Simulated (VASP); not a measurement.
Input of a VASP 6.6.1 run:

File INCAR:

```
SYSTEM = Zr3N4
PREC = Accurate
ENCUT = 520
EDIFF = 1E-8
ISMEAR = -1
SIGMA = 0.02
LREAL = .FALSE.
LASPH = .TRUE.
NELM = 200
ALGO = Normal
ISIF = 2
LWAVE = .FALSE.
LCHARG = .FALSE.
LNONCOLLINEAR = .TRUE.
MAGMOM = 0 0 0 0 0 0 0 0 0 0 0 0 0 0 0 0 0 0 0 0 0 0 0 0 0 0 0 0 0 0 0 0 0 0 0 0 0 0 0 0 0 0
LORBIT = 11
LSORBIT = .TRUE.
GGA_COMPAT = .FALSE.
LORBMOM = .TRUE.
LMAXMIX = 4
GGA = PE
LEFG = .TRUE.
NBANDS = 136
KPAR = 4
```

KPOINTS

```
Automatic mesh
0
G
  6 6 6
  0 0 0
```

File POSCAR:

```
Zr3N4
1.0
   -3.3700000000      3.3700000000      3.3700000000
    3.3700000000     -3.3700000000      3.3700000000
    3.3700000000      3.3700000000     -3.3700000000
Zr N
6 8
Direct
    0.2500000000      0.6250000000      0.3750000000
    0.3750000000      0.2500000000      0.6250000000
    0.7500000000      0.8750000000      0.1250000000
    0.1250000000      0.7500000000      0.8750000000
    0.6250000000      0.3750000000      0.2500000000
    0.8750000000      0.1250000000      0.7500000000
    0.1374207936      0.1374207936      0.1374207936
    0.8625792064      0.5000000000      0.0000000000
    0.5000000000      0.0000000000      0.3625792064
    0.0000000000      0.8625792064      0.5000000000
    0.3625792064      0.5000000000      0.0000000000
    0.6374207936      0.6374207936      0.6374207936
    0.0000000000      0.3625792064      0.5000000000
    0.5000000000      0.0000000000      0.8625792064
```

Potentials or basis: VASP PAW PBE potentials, release 64 (Zr_sv, N).

Run with:

```console
$ cat potpaw_PBE.64/Zr_sv/POTCAR potpaw_PBE.64/N/POTCAR > POTCAR
$ mpirun -np 4 vasp_ncl > vasp.out
```

Task: Predict the net moment.

Result: 0.00 μB per cell.

Task: Predict the pressure.

Result: 4.4 GPa.

Task: What does it give for the largest force?

Result: 0.032 eV/Å.

Moments on the atoms (μB; x, y, z):
```
Zr  0.00 0.00 0.00
Zr  0.00 0.00 0.00
Zr  0.00 0.00 0.00
Zr  0.00 0.00 0.00
Zr  0.00 0.00 0.00
Zr  0.00 0.00 0.00
N   0.00 0.00 0.00
N   0.00 0.00 0.00
N   0.00 0.00 0.00
N   0.00 0.00 0.00
N   0.00 0.00 0.00
N   0.00 0.00 0.00
N   0.00 0.00 0.00
N   0.00 0.00 0.00
```

Caveat: the cell stands under pressure; without QUAD_EFG the Cq values of the log hold for a quadrupole moment of 1 mb, not for the nuclei.
